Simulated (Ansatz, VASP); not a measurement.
# One calculation of HfC, two programs

Contents of POSCAR:

```
HfC
1.0
   -1.3966732300      2.4971805100      1.8473367300
    1.3966732300     -2.4971805100      1.8473367300
    1.3966732300      2.4971805100     -1.8473367300
Hf C
1 1
Direct
    0.9847118300      0.9847118300      0.0000000000
    0.6794548300      0.1794548300      0.5000000000
```

INCAR.step1

```
SYSTEM = HfC
ALGO = Normal
EDIFF = 1E-4
ENCUT = 520
GGA = PE
GGA_COMPAT = .False.
ISMEAR = -1
LASPH = .True.
LCHARG = .False.
LMAXMIX = 4
LREAL = .False.
LSORBIT = .True.
LWAVE = .True.
MAGMOM = 0 0 0 0 0 0
NBANDS = 26
NELM = 150
PREC = Accurate
SIGMA = 0.05
```

INCAR.step2

```
SYSTEM = HfC
ALGO = Normal
EDIFF = 1E-7
ENCUT = 520
GGA_COMPAT = .False.
ISIF = 2
ISMEAR = -1
ISTART = 1
LASPH = .True.
LCHARG = .False.
LMAXMIX = 4
LMIXTAU = .True.
LORBIT = 11
LORBMOM = .True.
LREAL = .False.
LSORBIT = .True.
LWAVE = .False.
MAGMOM = 0 0 0 0 0 0
METAGGA = R2SCAN
NBANDS = 26
NELM = 150
PREC = Accurate
SIGMA = 0.05
```

File KPOINTS:

```
k-points
0
Gamma
  9 9 9
  0 0 0
```

File input.yaml:

```yaml
crystal:
  lattice:
    - [-1.39667323, 2.49718051, 1.84733673]
    - [1.39667323, -2.49718051, 1.84733673]
    - [1.39667323, 2.49718051, -1.84733673]
  atoms:
    - { symbol: Hf, position: [0.98471183, 0.98471183, 0.0] }
    - { symbol: C, position: [0.67945483, 0.17945483, 0.5] }
hamiltonian:
  xc: r2scan
  pseudopotentials: { kind: paw_fr }
magnetization:
  noncollinear: true
  spin_orbit: true
kpoints:
  mp_grid: { grid: [9, 9, 9] }
  band_path:
    path:
      - [[0.0, 0.0, 0.0], [0.3282041416, -0.3282041416, -0.3282041416], [0.2150186852, -0.4413895981, -0.2150186852], [0.0, -0.5, 0.0], [-0.25, -0.25, -0.25], [0.0, 0.0, -0.5], [-0.3282041416, 0.3282041416, -0.6717958584], [-0.5, 0.5, -0.5], [0.0, 0.0, 0.0], [-0.3868145435, -0.3868145435, 0.3868145435], [-0.5, 0.0, 0.0], [-0.25, -0.25, -0.25]]
      - [[-0.2150186852, -0.5586104019, 0.2150186852], [-0.3868145435, -0.3868145435, 0.3868145435]]
      - [[-0.6131854565, 0.3868145435, -0.3868145435], [-0.5, 0.5, -0.5]]
    npoints: 14
scf:
  occupations: { method: fermi_dirac, width: 0.05 }
  n_extra_bands: 6
output:
  forces: true
  stress: true
  eigenvalues: true
  fatbands: true
```

Alike in both runs: functional r2SCAN; k mesh 9 × 9 × 9; occupations fermi-dirac, width 0.05 eV; non-collinear spin, spin-orbit coupling.

|  | VASP | Ansatz |
| --- | --- | --- |
| version | VASP 6.6.1 | Ansatz 0.2.0 |
| potentials or method | VASP PAW PBE potentials, release 64 (Hf_pv, C) | Ansatz PAW |
| plane-wave cutoff (eV) | 520 | 500 |
| valence electrons in the cell | 14 | 30 |
| task | single point | band structure |

|  | VASP | Ansatz | Ansatz less VASP |
| --- | --- | --- | --- |
| rms of the force components (eV/Å) | 6.678 | 6.509 | -0.1690 |
| net moment per atom (μB) | 0.00 | 0.00 | 0.000 |

VASP's potentials were made for PBE, not for r2SCAN. Atom by atom the forces differ by 0.169 eV/Å (rms over components). VASP's potentials hold 14 valence electrons a cell and Ansatz's 30, so a difference there can come from the potentials and not from the codes.

Noted on Ansatz's run: the k mesh misses the band edges, so the gap on the mesh is wider than the one along the path.
